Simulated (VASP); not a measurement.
# C (P1) in VASP: single point with PBE+D3(BJ)

Aim: the single point of C with PBE+D3(BJ).

All numbers are computed with VASP 6.6.1; they aren't measurements. Logs are shortened: lines on timing, memory, paths and dates and some standing lists are left out, and cuts for length are marked.

## (1) The cell of the first run

The typed cell holds 4 atoms: a = 2.432 Å, b = 2.476 Å, c = 6.785 Å, α = 89.25°, β = 87.81°, γ = 121.71°.

## (2) Single point, PBE+D3(BJ) (atoms moved at random and the cell strained at random)

File INCAR:

```
SYSTEM = C
PREC = Accurate
ENCUT = 520
EDIFF = 1E-6
ISMEAR = 0
SIGMA = 0.15
LREAL = .FALSE.
LASPH = .TRUE.
NELM = 80
ALGO = Normal
ISIF = 2
LWAVE = .FALSE.
LCHARG = .FALSE.
GGA = PE
IVDW = 12
NBANDS = 16
```

File KPOINTS:

```
Automatic mesh
0
G
  22 22 8
  0 0 0
```

File POSCAR:

```
C
1.0
    1.1724340315     -2.1303419086      0.0471769970
    1.2172586607      2.1562344250      0.0164985653
    0.1755921466     -0.0488678247      6.7821888084
C
4
Direct
    0.0570595625      0.9119205830      0.7655819785
    0.5946192193      0.4314544059      0.2437300322
    0.9912310408      0.1457870829      0.2424898105
    0.3570901773      0.5108379282      0.7481981788
```

Potentials or basis: VASP PAW PBE potentials, release 64 (C).

The run is started by

```console
> cat potpaw_PBE.64/C/POTCAR > POTCAR
> mpirun -np 1 vasp_std > vasp.out
```

OUTCAR:

```text
SYSTEM = C
   PREC = Accurate
   ENCUT = 520
   EDIFF = 1E-6
   ISMEAR = 0
   LREAL = .FALSE.
   LASPH = .TRUE.
   NELM = 80
   ISIF = 2
   GGA = PE
   IVDW = 12
 IVDW          = 12

 ion  position               nearest neighbor table
   1  0.057  0.912  0.766-   4 1.26   4 1.46   4 1.51
   2  0.595  0.431  0.244-   3 1.25   3 1.47   3 1.50
   3  0.991  0.146  0.242-   2 1.25   2 1.47   2 1.50
   4  0.357  0.511  0.748-   1 1.26   1 1.46   1 1.51

  LATTYP: Found a triclinic cell.
 ALAT       =     2.3906811086
 B/A-ratio  =     1.0357524524
 C/A-ratio  =     2.8379516838
 COS(alpha) =     0.0131112800
 COS(beta)  =     0.0524174256
 COS(gamma) =     0.5009980137

  Lattice vectors:

 A1 = (   2.3896926922,   0.0258925164,   0.0636755623)
 A2 = (   1.2172586607,   2.1562344250,   0.0164985653)
 A3 = (   0.1755921466,  -0.0488678247,   6.7821888084)

Analysis of symmetry for initial positions (statically):
=====================================================================
 Subroutine PRICEL returns:
 Original cell was already a primitive cell.

 Routine SETGRP: Setting up the symmetry group for a
 triclinic supercell.

 Subroutine GETGRP returns: Found  1 space group operations
 (whereof  1 operations were pure point group operations)
 out of a pool of  2 trial point group operations.

The static configuration has the point symmetry C_1 .

Analysis of symmetry for dynamics (positions and initial velocities):
=====================================================================
 Subroutine PRICEL returns:
 Original cell was already a primitive cell.

 Routine SETGRP: Setting up the symmetry group for a
 triclinic supercell.

 Subroutine GETGRP returns: Found  1 space group operations
 (whereof  1 operations were pure point group operations)
 out of a pool of  2 trial point group operations.

The dynamic configuration has the point symmetry C_1 .

 Subroutine INISYM returns: Found  1 space group operations
 (whereof  1 operations are pure point group operations),
 and found     1 'primitive' translations

----------------------------------------------------------------------------------------

                                     Primitive cell

  volume of cell :      34.7072

  direct lattice vectors                    reciprocal lattice vectors
     1.172434031 -2.130341909  0.047176997     0.421376594 -0.237783074 -0.012622822
     1.217258661  2.156234425  0.016498565     0.416227239  0.228868609 -0.009127131
     0.175592147 -0.048867825  6.782188808    -0.003943629  0.001097269  0.147555033

  length of vectors
     2.432115103  2.476153821  6.784637477     0.484002438  0.475088685  0.147611801

  position of ions in fractional coordinates (direct lattice)
     0.057059563  0.911920583  0.765581979
     0.594619219  0.431454406  0.243730032
     0.991231041  0.145787083  0.242489810
     0.357090177  0.510837928  0.748198179

  ion indices of the primitive-cell ions
   primitive index   ion index
                 1           1
                 2           2
                 3           3
                 4           4

----------------------------------------------------------------------------------------

 KPOINTS: Automatic mesh

Automatic generation of k-mesh.
 Grid dimensions read from file:
 generate k-points for:   22   22    8

 Generating k-lattice:

  Cartesian coordinates                     Fractional coordinates (reciprocal lattice)
     0.019153482 -0.010808322 -0.000573765     0.045454545  0.000000000 -0.000000000
     0.018919420  0.010403119 -0.000414870     0.000000000  0.045454545  0.000000000
    -0.000492954  0.000137159  0.018444379    -0.000000000  0.000000000  0.125000000

  Length of vectors
     0.022000111  0.021594940  0.018451475

  Shift w.r.t. Gamma in fractional coordinates (k-lattice)
     0.000000000  0.000000000  0.000000000

 Subroutine IBZKPT returns following result:
 ===========================================

 Found   1940 irreducible k-points:

 Following reciprocal coordinates:
            Coordinates               Weight
  0.000000  0.000000  0.000000      1.000000
  0.045455  0.000000  0.000000      2.000000
  0.090909  0.000000  0.000000      2.000000
  0.136364  0.000000  0.000000      2.000000
  0.181818 -0.000000 -0.000000      2.000000
  0.227273  0.000000  0.000000      2.000000
[... 16 lines left out ...]
  0.454545  0.045455  0.000000      2.000000
  0.500000  0.045455  0.000000      2.000000
 [... further k-points ...]
   k-points           NKPTS =   1940   k-points in BZ     NKDIM =   1940   number of bands    NBANDS=     16
   number of dos      NEDOS =    301   number of ions     NIONS =      4
   total plane-waves  NPLWV =  16200
   dimension x,y,z NGX =    18 NGY =   18 NGZ =   50
   dimension x,y,z NGXF=    36 NGYF=   36 NGZF=  100
   ions per type =               4
   NGX,Y,Z   is equivalent  to a cutoff of  12.30, 12.08, 12.25 a.u.
   NGXF,Y,Z  is equivalent  to a cutoff of  24.61, 24.17, 24.50 a.u.
 SYSTEM =  C
   PREC   = accura    normal or accurate (medium, high low for compatibility)
   ISTART =      0    job   : 0-new  1-cont  2-samecut
   ICHARG =      2    charge: 1-file 2-atom 10-const
   ISPIN  =      1    spin polarized calculation?
   LNONCOLLINEAR =      F non collinear calculations
   LSORBIT =      F    spin-orbit coupling
   LASPH  =      T    aspherical Exc in radial PAW
   ENCUT  =  520.0 eV  38.22 Ry    6.18 a.u.   4.52  4.60 12.61*2*pi/ulx,y,z
   NELM   =     80;   NELMIN=  2; NELMDL= -5     # of ELM steps
   EDIFF  = 0.1E-05   stopping-criterion for ELM
   LREAL  =      F    real-space projection
   EDIFFG = 0.1E-04   stopping-criterion for IOM
   NSW    =      0    number of steps for IOM
   IBRION =     -1    ionic relax: 0-MD 1-quasi-New 2-CG
   NFREE  =      0    steps in history (QN), initial steepest desc. (CG)
   ISIF   =      2    stress and relaxation
   ISYM   =      2    0-nonsym 1-usesym 2-fastsym
   POTIM  = 0.5000    time-step for ionic-motion
   TEBEG  =    0.0;   TEEND  =   0.0 temperature during run
   PSTRESS=    0.0 pullay stress
   NELECT =      16.0000    total number of electrons
   NUPDOWN=      -1.0000    fix difference up-down
   EMIN   =  10.00;   EMAX   =-10.00  energy-range for DOS
   EFERMI =   0.00;   METHOD = LEGACY
   ISMEAR =     0;   SIGMA  =   0.15  broadening in eV -4-tet -1-fermi 0-gaus
   EFERMI_NEDOS =   21; number of points for ismear=-14 and -15
   IALGO  =     38    algorithm
   IMIX   =      4    mixing-type and parameters
     AMIX     =   0.40;   BMIX     =  1.00
     AMIX_MAG =   1.60;   BMIX_MAG =  1.00
  volume/ion in A,a.u.               =       8.68        58.55
  Fermi-wavevector in a.u.,A,eV,Ry     =   1.264664  2.389868 21.760806  1.599374
  Thomas-Fermi vector in A             =   2.397957
   LORBIT       =      0    0 simple, 1 ext, 2 COOP (PROOUT), +10 PAW based schemes
   GGA     = PE    functional components
   LHFCALC =     F    Hartree Fock is set to
   AEXX    =    0.0000 exact exchange contribution
   IVDW    =    12    specifies the selected vdW correction
   LEPSILON=     F    determine dielectric tensor
   LRPA    =     F    only Hartree local field effects (RPA)
 non-spin polarized calculation
 Gauss-broadening in eV      SIGMA  =   0.15
  energy-cutoff  :      520.00
  volume of cell :       34.71
 maximum number of plane-waves:       956
   NGX =  9   NGY =  9   NGZ = 25

 number of electron      16.0000000 magnetization

 Free energy of the ion-electron system (eV)
  ---------------------------------------------------
  ext. energy  EPLUGINS =         0.00000000
  ---------------------------------------------------
  free energy    TOTEN  =       -35.18283442 eV

  energy without entropy =      -35.18235974  energy(sigma->0) =      -35.18259708

 E-fermi :   4.5568     XC(G=0): -10.3136

 val. band max:        4.4819048825   @ k =   0.4091   0.1818   0.5000
 cond. band min:       4.6613753788   @ k =   0.1818   0.4091   0.5000
 fundamental gap:      0.1794704964
 Fermi energy:         4.5567766082

 k-point     1 :       0.0000    0.0000    0.0000
  band No.  band energies     occupation
      1     -15.1540      2.00000
      2     -14.8724      2.00000
      3      -3.9722      2.00000
      4      -2.1087      2.00000
      5      -0.0538      2.00000
      6      -0.0163      2.00000
[... 8 lines left out ...]
     15      16.6603      0.00000
     16      17.0525      0.00000

 k-point     2 :       0.0455    0.0000    0.0000
  band No.  band energies     occupation
      1     -15.1027      2.00000
      2     -14.8219      2.00000
      3      -3.9081      2.00000
      4      -2.0491      2.00000
      5      -0.1724      2.00000
      6      -0.1389      2.00000
[... 8 lines left out ...]
     15      16.5364      0.00000
     16      16.8512      0.00000

 k-point     3 :       0.0909    0.0000    0.0000
  band No.  band energies     occupation
      1     -14.9490      2.00000
      2     -14.6705      2.00000
      3      -3.7162      2.00000
      4      -1.8711      2.00000
      5      -0.5483      2.00000
      6      -0.4600      2.00000
[... 8 lines left out ...]
     15      16.3005      0.00000
     16      16.7085      0.00000

 k-point     4 :       0.1364    0.0000    0.0000
  band No.  band energies     occupation
      1     -14.6940      2.00000
      2     -14.4189      2.00000
      3      -3.3980      2.00000
      4      -1.5797      2.00000
      5      -1.1550      2.00000
      6      -0.9386      2.00000
[... 8 lines left out ...]
     15      15.7960      0.00000
     16      17.5450      0.00000
[... 324 lines left out ...]
 k-point    22 :       0.4091    0.0455    0.0000
  band No.  band energies     occupation
      1     -10.7399      2.00000
      2     -10.4809      2.00000
      3      -7.5928      2.00000
      4      -7.0215      2.00000
      5      -2.0265      2.00000
      6      -1.3687      2.00000
[... 8 lines left out ...]
     15      18.8640      0.00000
     16      20.0013      0.00000

 k-point    23 :       0.4545    0.0455    0.0000
  band No.  band energies     occupation
      1      -9.9912      2.00000
      2      -9.7679      2.00000
      3      -8.4523      2.00000
      4      -7.8480      2.00000
      5      -2.1739      2.00000
      6      -1.4952      2.00000
[... 8 lines left out ...]
     15      18.8649      0.00000
     16      19.8325      0.00000

 k-point    24 :       0.5000    0.0455    0.0000
  band No.  band energies     occupation
      1     -10.0181      2.00000
      2      -9.7843      2.00000
      3      -8.4227      2.00000
      4      -7.8170      2.00000
      5      -2.1901      2.00000
      6      -1.4968      2.00000
[... 8 lines left out ...]
     15      18.6546      0.00000
     16      20.1313      0.00000

 [... further k-points ...]

------------------------ aborting loop because EDIFF is reached ----------------------------------------

 Edisp (eV)   -0.61723

 E8    (eV) :    -0.1747

  FORCE on cell =-STRESS in cart. coord.  units (eV):
  Direction    XX          YY          ZZ          XY          YZ          ZX
  --------------------------------------------------------------------------------------
  -------------------------------------------------------------------------------------
  Total      13.83802     3.05473    -0.05984    -2.44684    -0.75583    -0.57781
  in kB     638.80050   141.01470    -2.76233  -112.95265   -34.89122   -26.67311
  external pressure =      259.02 kB  Pullay stress =        0.00 kB

 VOLUME and BASIS-vectors are now :
 -----------------------------------------------------------------------------
  energy-cutoff  :      520.00
  volume of cell :       34.71
      direct lattice vectors                 reciprocal lattice vectors
     1.172434031 -2.130341909  0.047176997     0.421376594 -0.237783074 -0.012622822
     1.217258661  2.156234425  0.016498565     0.416227239  0.228868609 -0.009127131
     0.175592147 -0.048867825  6.782188808    -0.003943629  0.001097269  0.147555033

 POSITION                                       TOTAL-FORCE (eV/Angst)
 -----------------------------------------------------------------------------------
      1.31137      1.80735      5.21006        -8.636678     -5.225904     -1.832298
      1.26514     -0.34834      1.68819         9.560426     -4.037533      0.216492
      1.38219     -1.80916      1.69378        -9.568271      4.035287     -0.137689
      1.17186      0.30420      5.09970         8.644523      5.228151      1.753494
 -----------------------------------------------------------------------------------
    total drift:                                0.000211     -0.000092      0.000007

  FREE ENERGIE OF THE ION-ELECTRON SYSTEM (eV)
  ---------------------------------------------------
  free  energy   TOTEN  =       -35.8000631926 eV

  energy  without entropy=      -35.7995885061  energy(sigma->0) =      -35.79982585
```

Wall time 17 min (1 thread of Oxide Virtual Turin-like, shared host); peak memory 0.75 GiB.

Results:

| Item | Value |
| --- | --- |
| Free energy | -35.8001 eV |
| Pressure | 25.9 GPa |
| Largest force | 10.385 eV/Å |
| Dispersion energy per atom | -0.154 eV |

Forces in eV/Å, atoms in the order of the input:
```
C   -8.637 -5.226 -1.832
C    9.560 -4.038  0.216
C   -9.568  4.035 -0.138
C    8.645  5.228  1.753
```

Stress tensor (GPa, compression positive):
```
 63.88 -11.30  -2.67
-11.30  14.10  -3.49
 -2.67  -3.49  -0.28
```

Caveat: the cell differs from its parent crystal (atoms moved at random and the cell strained at random); the cell stands under pressure; forces of over 1 eV/Å act on the atoms, so gaps and moduli don't describe the material at rest.
